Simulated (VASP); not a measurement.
SnTe: single point with LDA

Crystal: SnTe.

```xyz
2
Lattice="4.0511 0.0000 0.0000 0.0000 3.9047 0.0000 0.0000 0.0000 3.9047" Properties=species:S:1:pos:R:3 pbc="T T T"
Sn    0.0000    0.0000    0.0000
Te    2.0256    1.9524    1.9524
```

This cell differs from its parent crystal: strain +0.0375 x Voigt [1, 0, 0, 0, 0, 0].

* Program: VASP 6.6.1
* Task: single point
* Functional: LDA
* Potentials or basis: VASP PAW LDA potentials, release 64 (Sn_d, Te)
* Cutoff: 520 eV
* k mesh: 12 × 12 × 12
* Occupations: gaussian, width 0.15 eV
* Spin: no spin polarisation
* Dipole correction: no
* Further INCAR settings: ALGO = Normal; EDIFF = 1e-06; NBANDS = 17

```json
{
  "Pressure": "-5.3 GPa",
  "Band gap on the k mesh": "zero (bands 10 and 11 overlap by 1.65 eV)"
}
```

Stress tensor (GPa, compression positive):
```
-6.01  0.00  0.00
 0.00 -4.88  0.00
 0.00  0.00 -4.88
```

Levels at points of the mesh, in eV from the Fermi level:
| k point | band 7 | band 8 | band 9 | band 10 | band 11 | band 12 | band 13 | band 14 |
| --- | --- | --- | --- | --- | --- | --- | --- | --- |
| (0.00, 0.00, 0.00) | -5.55 | -1.96 | -1.45 | -1.45 | 3.61 | 3.85 | 4.92 | 5.06 |
| (0.50, 0.00, 0.00) | -8.13 | -0.14 | -0.14 | 0.04 | 0.29 | 2.18 | 2.18 | 5.51 |
| (0.00, 0.50, 0.00) | -7.96 | -0.44 | -0.26 | -0.04 | -0.03 | 1.78 | 2.33 | 5.51 |
| (0.50, 0.50, 0.00) | -6.48 | -4.57 | -4.52 | 0.39 | 3.30 | 3.69 | 3.81 | 6.03 |
| (0.00, 0.50, 0.50) | -6.29 | -4.47 | -4.47 | 0.11 | 2.94 | 3.31 | 3.31 | 5.68 |
| (0.50, 0.50, 0.50) | -5.41 | -2.73 | -2.73 | -2.55 | -1.26 | -1.26 | -1.07 | 12.87 |

It took 68 s on 1 thread of AMD EPYC 9R45 96-Core Processor (Zen 5), on a shared host, peak memory 0.28 GiB.

Caveat: the cell differs from its parent crystal (strain +0.0375 x Voigt [1, 0, 0, 0, 0, 0]); the cell stands under tension; spin-orbit coupling is left out, which moves the levels of the heavy elements.
